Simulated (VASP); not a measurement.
V, 1 atom in the cell. Symmetry: Im-3m, No. 229, cubic system. The conventional cell has a = 2.967 Å, b = 2.967 Å, c = 2.967 Å, α = 90.00°, β = 90.00°, γ = 90.00°. V (site symmetry m-3m) has 14 V at 2.57 to 2.97 Å within 3.4 Å. 

* Program: VASP 6.6.1
* Task: single point
* Functional: r2SCAN
* Potentials or basis: VASP PAW PBE potentials, release 64 (V_sv)
* Cutoff: 520 eV
* k mesh: 12 × 12 × 12
* Occupations: fermi-dirac, width 0.05 eV
* Spin: collinear spin, ferromagnetic start
* Starting moments: [2.0] μB
* Dipole correction: no
* Further INCAR settings: ALGO = Normal; EDIFF = 1e-06; NBANDS = 16

Potentials or basis: VASP PAW PBE potentials, release 64 (V_sv).

The run is started by

```console
$ cat potpaw_PBE.64/V_sv/POTCAR > POTCAR
$ cp INCAR.step1 INCAR
$ mpirun -np 1 vasp_std > vasp.out
$ cp INCAR.step2 INCAR
$ mpirun -np 1 vasp_std > vasp.out
```

Hardware: 1 thread of Intel(R) Xeon(R) Platinum 8488C (Sapphire Rapids), with other jobs on the host.

Task: How long does it take, and how much memory?

Result: Run time: 84 s on 1 thread of Intel(R) Xeon(R) Platinum 8488C (Sapphire Rapids) (shared host), peak memory 0.14 GiB. Counts: k points 72.
